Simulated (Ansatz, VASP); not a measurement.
V in VASP and in Ansatz

```
V
1.0
     2.37315    0.00000    0.00000
     0.00000    2.37315    0.00000
     0.00000    0.00000    2.37315
V
1
Direct
  0.00000 0.00000 0.00000
```

Alike in both runs: task single point; functional BLYP; k mesh 14 × 14 × 14; occupations fermi-dirac, width 0.1 eV; no spin polarisation.

```csv
,VASP,Ansatz
version,VASP 6.6.1,Ansatz 0.2.0
potentials or method,"VASP PAW PBE potentials, release 64 (V_sv), cutoff 520 eV","plane waves (420 eV) with PAW, scalar-relativistic"
valence electrons in the cell,13,13
```

```tsv
	VASP	Ansatz	Ansatz less VASP
pressure (GPa)	21.4	20.9	-0.54
```

VASP's potentials were made for PBE, not for BLYP.
